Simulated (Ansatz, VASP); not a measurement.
## Ge15Mo: VASP beside Ansatz

```
CELL_PARAMETERS angstrom
0.00000 5.65754 5.65754
5.65754 0.00000 5.65754
5.65754 5.65754 0.00000
ATOMIC_POSITIONS crystal
Mo 0.00000 0.00000 0.00000
Ge 0.99951 0.99951 0.50049
Ge 0.99951 0.50049 0.99951
Ge 0.99951 0.50049 0.50049
Ge 0.50049 0.99951 0.99951
Ge 0.50049 0.99951 0.50049
Ge 0.50049 0.50049 0.99951
Ge 0.50000 0.50000 0.50000
Ge 0.12640 0.12640 0.12640
Ge 0.12640 0.12640 0.62081
Ge 0.12640 0.62081 0.12640
Ge 0.12530 0.62490 0.62490
Ge 0.62081 0.12640 0.12640
Ge 0.62490 0.12530 0.62490
Ge 0.62490 0.62490 0.12530
Ge 0.62490 0.62490 0.62490
```

Alike in both runs: task single point; functional PBEsol; k mesh 3 × 3 × 3; occupations gaussian, width 0.05 eV; collinear spin; Hubbard terms Mo d U = 2.0 eV.

|  | VASP | Ansatz |
| --- | --- | --- |
| version | VASP 6.6.1 | Ansatz 0.2.0 |
| potentials or method | VASP PAW PBE potentials, release 64 (Mo_sv, Ge_d), cutoff 520 eV | scalar-relativistic, plane waves, PAW |
| valence electrons in the cell | 224 | 224 |

|  | VASP | Ansatz | Ansatz less VASP |
| --- | --- | --- | --- |
| gap on the k mesh at the Fermi level (eV) | 0.29 | 0.44 | +0.145 |
| least direct gap on the mesh (eV) | 0.29 | 0.46 | +0.167 |
| pressure (GPa) | 1.3 | 1.4 | +0.04 |
| rms of the force components (eV/Å) | 0.006 | 0.002 | -0.0049 |
| net moment per atom (μB) | 0.13 | 0.13 | 0.000 |
| size of the moment on the site where the two differ most (μB) | 1.79 | 1.47 | -0.324 |

VASP's potentials were made for PBE, not for PBEsol. Site moments also hang on the region over which each program counts them. The programs project onto different local orbitals, so the same U acts differently, and such runs can settle in different states. Atom by atom the forces differ by 0.008 eV/Å (rms over components). Ansatz's warnings: specified occupation not kept, symmetry narrowed by occupation matrices.
